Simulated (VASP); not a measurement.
# TiB (F-43m) in VASP: a series of runs, part 2 of 2

VASP 6.6.1. Earlier steps stand in the parts before.

### 3 Relaxation of cell and atoms, PBEsol, target pressure 2 GPa, at which the enthalpy is minimised

This run uses another cell than the first one, of 14.49 Å³/atom, 1.025 times its volume.

INCAR reads:

```
SYSTEM = TiB
ALGO = Normal
EDIFF = 1E-7
EDIFFG = -0.008
ENCUT = 600
GGA = PS
IBRION = 2
ISIF = 3
ISMEAR = 0
LASPH = .True.
LCHARG = .False.
LREAL = .False.
LWAVE = .False.
NELM = 80
NSW = 70
PREC = Accurate
PSTRESS = 20.0
SIGMA = 0.1
```

KPOINTS reads:

```
k-points
0
Gamma
  14 14 14
  0 0 0
```

POSCAR reads:

```
TiB
1.0
    0.0000000000      2.4378167069      2.4378167069
    2.4378167069      0.0000000000      2.4378167069
    2.4378167069      2.4378167069      0.0000000000
Ti B
1 1
Direct
    0.7500000000      0.7500000000      0.7500000000
    0.0000000000      0.0000000000      0.0000000000
```

Potentials or basis: VASP PAW PBE potentials, release 64 (Ti_sv, B).

On the command line:

```
cat potpaw_PBE.64/Ti_sv/POTCAR potpaw_PBE.64/B/POTCAR > POTCAR
mpirun -np 1 vasp_std > vasp.out
```

OUTCAR:

```text
SYSTEM = TiB
   EDIFF = 1E-7
   EDIFFG = -0.008
   ENCUT = 600
   GGA = PS
   IBRION = 2
   ISIF = 3
   ISMEAR = 0
   LASPH = .True.
   LREAL = .False.
   NELM = 80
   NSW = 70
   PREC = Accurate
   PSTRESS = 20.0

 ion  position               nearest neighbor table
   1  0.750  0.750  0.750-   2 2.11   2 2.11   2 2.11   2 2.11
   2  0.000  0.000  0.000-   1 2.11   1 2.11   1 2.11   1 2.11

  LATTYP: Found a face centered cubic cell.
 ALAT       =     4.8756334138

  Lattice vectors:

 A1 = (   0.0000000000,   2.4378167069,   2.4378167069)
 A2 = (   2.4378167069,   0.0000000000,   2.4378167069)
 A3 = (   2.4378167069,   2.4378167069,   0.0000000000)

Analysis of symmetry for initial positions (statically):
=====================================================================
[... 258 lines left out ...]

 E-fermi :   4.9008     XC(G=0): -10.7927

 val. band max:        4.8854040235   @ k =   0.5000   0.2857   0.1429
 cond. band min:       4.9067381678   @ k =   0.4286   0.2857   0.0714
 fundamental gap:      0.0213341443
 Fermi energy:         4.9008380154

 k-point     1 :       0.0000    0.0000    0.0000
  band No.  band energies     occupation
      1     -50.9022      2.00000
      2     -27.2189      2.00000
      3     -27.2189      2.00000
      4     -27.2189      2.00000
      5      -2.9624      2.00000
      6       3.8605      2.00000
      7       3.8605      2.00000
      8       3.8605      2.00000
      9       7.1277      0.00000
     10       7.1277      0.00000
     11      13.3660      0.00000
[... 309 lines left out ...]
 k-point    24 :       0.2857    0.1429    0.0000
  band No.  band energies     occupation
      1     -50.8928      2.00000
      2     -27.2957      2.00000
      3     -27.2419      2.00000
      4     -27.2399      2.00000
      5      -1.7634      2.00000
      6       3.0914      2.00000
      7       4.2636      2.00000
      8       4.3439      2.00000
      9       6.5262      0.00000
     10       7.3817      0.00000
     11      10.9786      0.00000

 [... further k-points ...]
[... 5 lines left out ...]
  --------------------------------------------------------------------------------------
  -------------------------------------------------------------------------------------
  Total        0.3635409      0.3635409      0.3635409      0.0000000      0.0000000     -0.0000000
  in kB       20.0674433     20.0674433     20.0674433      0.0000000      0.0000000     -0.0000000
  external PRESSURE =       0.0674433 kB  Pullay stress =      20.0000000 kB
[... 21 lines left out ...]
  energy  without entropy=      -13.8198772334  energy(sigma->0) =      -13.82390627

  enthalpy is  TOTEN    =       -13.4656162353 eV   P V=        0.3623190772

 reached required accuracy - stopping structural energy minimisation
```

OSZICAR:

```text
N       E                     dE             d eps       ncg     rms          rms(c)
DAV:   1     0.112459781490E+03    0.11246E+03   -0.89991E+03  2288   0.165E+03
DAV:   2    -0.507787503489E+01   -0.11754E+03   -0.11464E+03  2294   0.377E+02
DAV:   3    -0.169067744929E+02   -0.11829E+02   -0.11422E+02  4147   0.106E+02
[... 27 lines left out ...]
DAV:   4    -0.138279278554E+02   -0.32974E-05   -0.39543E-05  2762   0.526E-02    0.962E-03
DAV:   5    -0.138279338992E+02   -0.60438E-05   -0.74441E-06  2823   0.235E-02    0.249E-03
DAV:   6    -0.138279349733E+02   -0.10741E-05   -0.41747E-06  3243   0.102E-02    0.247E-03
DAV:   7    -0.138279354558E+02   -0.48248E-06   -0.89268E-07  2523   0.117E-02    0.344E-03
DAV:   8    -0.138279352749E+02    0.18086E-06   -0.18666E-07  2032   0.624E-03    0.562E-04
DAV:   9    -0.138279353125E+02   -0.37554E-07   -0.63435E-09  1162   0.827E-04
   3 F= -.13465616E+02 E0= -.13461587E+02  d E =-.316649E-04
```

CONTCAR:

```text
TiB
   1.00000000000000
    -0.0000000000000000    2.4391991734845879    2.4391991734845879
     2.4391991734845879    0.0000000000000000    2.4391991734845879
     2.4391991734845879    2.4391991734845879    0.0000000000000000
  Ti              B
     1     1
Direct
     0.7500000000000000    0.7500000000000000    0.7500000000000000
     0.0000000000000000    0.0000000000000000    0.0000000000000000

  0.00000000E+00  0.00000000E+00  0.00000000E+00
  0.00000000E+00  0.00000000E+00  0.00000000E+00
```

Wall time 48 s (1 thread of Intel Xeon 6975P-C (Granite Rapids), shared host); peak memory 0.2 GiB.

What came out:

* Free energy: -13.8279 eV
* Relaxed volume: 14.51 Å³/atom
* Relaxed cell: a = 3.450 Å, b = 3.450 Å, c = 3.450 Å, α = 60.00°, β = 60.00°, γ = 60.00°
* Space group after relaxing (to 0.05 Å): F-43m (No. 216)
* Energy change on relaxing (the enthalpy is what falls): -0.3 meV/atom
* Ionic steps: 3
* Pressure after relaxing: 2.0 GPa

Step by step:
```
step  energy change (eV)  largest force (eV/Å)  pressure (GPa)  volume (Å³)
   1              0.0000                0.0000            2.22        28.98
   2             -0.0010                0.0000            1.88        29.06
   3             -0.0006                0.0000            2.01        29.02
```

Final structure:
```
Ti B
1.0
     0.00000    2.43920    2.43920
     2.43920    0.00000    2.43920
     2.43920    2.43920    0.00000
Ti B
1 1
Cartesian
  3.6588 3.6588 3.6588
  0.0000 0.0000 0.0000
```

Caveat: the cell is relaxed towards a set pressure, so the enthalpy falls and the energy may rise; the PAW data sets were made with another functional, which shifts forces and pressure a little.

### 4 Relaxation of cell and atoms, PBEsol, target pressure -2 GPa, at which the enthalpy is minimised

This run uses another cell than the first one, of 15.06 Å³/atom, 1.065 times its volume.

INCAR reads:

```
SYSTEM = TiB
  PREC = Accurate
  ENCUT = 600
  EDIFF = 1E-6
  ISMEAR = 0
  SIGMA = 0.1
  LREAL = .FALSE.
  LASPH = .TRUE.
  NELM = 80
  ALGO = Normal
  ISIF = 3
  LWAVE = .FALSE.
  LCHARG = .FALSE.
  GGA = PS
  IBRION = 2
  NSW = 70
  EDIFFG = -0.008
  PSTRESS = -20.0
```

KPOINTS reads:

```
regular mesh
0
G
  14 14 14
  0 0 0
```

POSCAR reads:

```
TiB
1.0
    0.0000000000      2.4692718547      2.4692718547
    2.4692718547      0.0000000000      2.4692718547
    2.4692718547      2.4692718547      0.0000000000
Ti B
1 1
Direct
    0.7500000000      0.7500000000      0.7500000000
    0.0000000000      0.0000000000      0.0000000000
```

On the command line:

```
cat potpaw_PBE.64/Ti_sv/POTCAR potpaw_PBE.64/B/POTCAR > POTCAR
mpirun -np 1 vasp_std > vasp.out
```

It took 23 s on 1 thread of Intel Xeon 6975P-C (Granite Rapids), shared host; peak memory 0.18 GiB.

The run converged. Its results:

| Quantity | Value |
| --- | --- |
| Free energy | -13.8282 eV |
| Pressure after relaxing | -1.9 GPa |

Final structure:
```yaml
crystal:
  lattice:
    - [0.00000, 2.46927, 2.46927]
    - [2.46927, 0.00000, 2.46927]
    - [2.46927, 2.46927, 0.00000]
  atoms:
    - { symbol: Ti, position: [0.75000, 0.75000, 0.75000] }
    - { symbol: B, position: [0.00000, 0.00000, 0.00000] }
```

Levels at points of the mesh, in eV from the Fermi level:
```csv
k point,band 6,band 7,band 8,band 9,band 10,band 11
"(0.00, 0.00, 0.00)",-0.99,-0.99,-0.99,2.15,2.15,8.19
"(0.50, 0.00, 0.00)",-2.32,-0.56,-0.56,2.56,2.56,3.26
"(0.50, 0.50, 0.00)",-2.84,0.63,0.89,0.89,2.85,3.80
```

Caveat: the relaxation stopped at its first step, so nothing moved; the cell is relaxed towards a set pressure, so the enthalpy falls and the energy may rise; the PAW data sets were made with another functional, which shifts forces and pressure a little.

### 5 Relaxation of cell and atoms, PBEsol, target pressure 40 GPa, at which the enthalpy is minimised

This run uses another cell than the first one, of 11.81 Å³/atom, 0.835 times its volume.

INCAR reads:

```
SYSTEM = TiB
PREC = Accurate
ENCUT = 600
EDIFF = 1E-7
ISMEAR = 0
SIGMA = 0.1
LREAL = .FALSE.
LASPH = .TRUE.
NELM = 100
ALGO = Normal
ISIF = 3
LWAVE = .FALSE.
LCHARG = .FALSE.
GGA = PS
IBRION = 2
NSW = 70
EDIFFG = -0.008
PSTRESS = 400.0
```

KPOINTS reads:

```
regular mesh
0
G
  16 16 16
  0 0 0
```

POSCAR reads:

```
TiB
1.0
    0.0000000000      2.2770932925      2.2770932925
    2.2770932925      0.0000000000      2.2770932925
    2.2770932925      2.2770932925      0.0000000000
Ti B
1 1
Direct
    0.7500000000      0.7500000000      0.7500000000
    0.0000000000      0.0000000000      0.0000000000
```

On the command line:

```
cat potpaw_PBE.64/Ti_sv/POTCAR potpaw_PBE.64/B/POTCAR > POTCAR
mpirun -np 1 vasp_std > vasp.out
```

Wall time 70 s (1 thread of Intel Xeon 6975P-C (Granite Rapids), shared host); peak memory 0.2 GiB.

Results (log left out):

* Free energy: -13.1680 eV
* Relaxed volume: 11.60 Å³/atom
* Relaxed cell: a = 3.201 Å, b = 3.201 Å, c = 3.201 Å, α = 60.00°, β = 60.00°, γ = 60.00°
* Space group after relaxing (to 0.05 Å): F-43m (No. 216)
* Energy change on relaxing (the enthalpy is what falls): +49.1 meV/atom
* Ionic steps: 3
* Pressure after relaxing: 40.0 GPa

The path:
| step | energy change (eV) | largest force (eV/Å) | pressure (GPa) | volume (Å³) |
| --- | --- | --- | --- | --- |
| 1 | 0.0000 | 0.0000 | 35.93 | 23.61 |
| 2 | 0.2583 | 0.0000 | 46.24 | 22.60 |
| 3 | 0.0982 | 0.0000 | 39.99 | 23.20 |

Final structure:
```
Ti B
1.0
     0.00000    2.26367    2.26367
     2.26367    0.00000    2.26367
     2.26367    2.26367    0.00000
Ti B
1 1
Direct
  0.75000 0.75000 0.75000
  0.00000 0.00000 0.00000
```

Levels at points of the mesh, in eV from the Fermi level:
```csv
k point,band 4,band 5,band 6,band 7,band 8,band 9,band 10,band 11
"(0.00, 0.00, 0.00)",-31.45,-8.47,-1.39,-1.39,-1.39,2.76,2.76,10.27
"(0.50, 0.00, 0.00)",-31.51,-5.53,-2.55,-0.83,-0.83,3.40,3.40,4.55
"(0.50, 0.50, 0.00)",-31.59,-4.42,-3.72,0.72,1.36,1.36,3.82,4.96
```

Caveat: the cell is relaxed towards a set pressure, so the enthalpy falls and the energy may rise; the PAW data sets were made with another functional, which shifts forces and pressure a little.

### 6 Relaxation of cell and atoms, PBEsol, target pressure 20 GPa, at which the enthalpy is minimised

This run uses another cell than the first one, of 12.77 Å³/atom, 0.903 times its volume.

INCAR reads:

```
SYSTEM = TiB
PREC = Accurate
ENCUT = 600
EDIFF = 1E-6
ISMEAR = 0
SIGMA = 0.1
LREAL = .False.
LASPH = .True.
NELM = 60
ALGO = Normal
ISIF = 3
LWAVE = .False.
LCHARG = .False.
GGA = PS
IBRION = 2
NSW = 70
EDIFFG = -0.008
PSTRESS = 200.0
```

KPOINTS reads:

```
regular mesh
0
Gamma
  16 16 16
  0 0 0
```

POSCAR reads:

```
TiB
1.0
    0.0000000000      2.3375756946      2.3375756946
    2.3375756946      0.0000000000      2.3375756946
    2.3375756946      2.3375756946      0.0000000000
Ti B
1 1
Direct
    0.7500000000      0.7500000000      0.7500000000
    0.0000000000      0.0000000000      0.0000000000
```

Potentials or basis: VASP PAW PBE potentials, release 64 (Ti_sv, B).

On the command line:

```
cat potpaw_PBE.64/Ti_sv/POTCAR potpaw_PBE.64/B/POTCAR > POTCAR
mpirun -np 1 vasp_std > vasp.out
```

Run time: 66 s. Hardware: 1 thread of Intel Xeon 6975P-C (Granite Rapids), shared host; peak memory 0.2 GiB.

The run converged. Its results:

| Property | Result |
| --- | --- |
| Free energy | -13.6078 eV |
| Relaxed volume | 12.80 Å³/atom |
| Relaxed cell | a = 3.308 Å, b = 3.308 Å, c = 3.308 Å, α = 60.00°, β = 60.00°, γ = 60.00° |
| Space group after relaxing (to 0.05 Å) | F-43m (No. 216) |
| Energy change on relaxing (the enthalpy is what falls) | -3.2 meV/atom |
| Ionic steps | 3 |
| Pressure after relaxing | 20.0 GPa |

Step by step:
| step | energy change (eV) | largest force (eV/Å) | pressure (GPa) | volume (Å³) |
| --- | --- | --- | --- | --- |
| 1 | 0.0000 | 0.0000 | 20.28 | 25.55 |
| 2 | -0.0103 | 0.0000 | 19.77 | 25.63 |
| 3 | -0.0065 | 0.0000 | 19.95 | 25.60 |

Final structure:
```
Ti B
1.0
     0.00000    2.33914    2.33914
     2.33914    0.00000    2.33914
     2.33914    2.33914    0.00000
Ti B
1 1
Direct
  0.75000 0.75000 0.75000
  0.00000 0.00000 0.00000
```

Levels at points of the mesh, in eV from the Fermi level:
```
           k point  band 5  band 6  band 7  band 8  band 9  band 10  band 11
(0.00, 0.00, 0.00)   -8.21   -1.22   -1.22   -1.22    2.53     2.53     9.46
(0.50, 0.00, 0.00)   -5.50   -2.49   -0.71   -0.71    3.07     3.07     4.02
(0.50, 0.50, 0.00)   -4.50   -3.36    0.67    1.16    1.16     3.44     4.50
```

Caveat: the cell is relaxed towards a set pressure, so the enthalpy falls and the energy may rise; the PAW data sets were made with another functional, which shifts forces and pressure a little.

### 7 The runs side by side

```tsv
cell	k mesh	gap on the mesh (eV)	pressure (GPa)
relaxed to 5 GPa from a = 3.420 Å, angles 60.0°, 2 atoms	14 × 14 × 14	none	4.9
relaxed to 2 GPa from a = 3.448 Å, angles 60.0°, 2 atoms	14 × 14 × 14	none	2.0
relaxed to -2 GPa from a = 3.492 Å, angles 60.0°, 2 atoms	14 × 14 × 14	none	-1.9
relaxed to 40 GPa from a = 3.220 Å, angles 60.0°, 2 atoms	16 × 16 × 16	none	40.0
relaxed to 20 GPa from a = 3.306 Å, angles 60.0°, 2 atoms	16 × 16 × 16	none	20.0
```

Alike in all rows: task relaxation of cell and atoms; level PBEsol; potentials or basis VASP PAW PBE potentials, release 64 (Ti_sv, B); no spin polarisation; cutoff (eV) 600; smearing gaussian 0.1 eV.

Caveats: the cell is relaxed towards a set pressure, so the enthalpy falls and the energy may rise; the PAW data sets were made with another functional, which shifts forces and pressure a little; the relaxation stopped at its first step, so nothing moved (some runs).

Total energies depend on the potentials used, so only differences within one code and one set of settings carry meaning.
